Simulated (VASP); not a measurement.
A run of VASP 6.6.1 is set up as follows.

The input INCAR:

```
SYSTEM = CaS
ALGO = Normal
EDIFF = 1E-8
ENCUT = 500
GGA = PS
GGA_COMPAT = .False.
IBRION = 6
ISIF = 3
ISMEAR = 0
LASPH = .True.
LCHARG = .False.
LREAL = .False.
LWAVE = .False.
NBANDS = 15
NELM = 120
NFREE = 2
NSW = 1
POTIM = 0.015
PREC = Accurate
SIGMA = 0.01
```

The input KPOINTS:

```
k-points
0
Gamma
  8 8 8
  0 0 0
```

Contents of POSCAR:

```
CaS
1.0
    0.0000000000      2.7670000000      2.7670000000
    2.7670000000      0.0000000000      2.7670000000
    2.7670000000      2.7670000000      0.0000000000
Ca S
1 1
Direct
    0.0000000000      0.0000000000      0.0000000000
    0.5000000000      0.5000000000      0.5000000000
```

Potentials or basis: VASP PAW PBE potentials, release 64 (Ca_sv, S).

Command:

```console
$ cat potpaw_PBE.64/Ca_sv/POTCAR potpaw_PBE.64/S/POTCAR > POTCAR
$ mpirun -np 1 vasp_std > vasp.out
```

(1) Predict the elastic constants C11, C12, C44.

(2) Estimate the Voigt bulk modulus.

(3) Predict the highest phonon frequency at Γ, LO-TO splitting left out.

## Answers

(1) 175, 23, 34 GPa.

(2) 74 GPa.

(3) 259 cm⁻¹.

Caveat: the cell is under stress, which shifts elastic constants; the PAW data sets were made with another functional, which shifts forces and pressure a little.
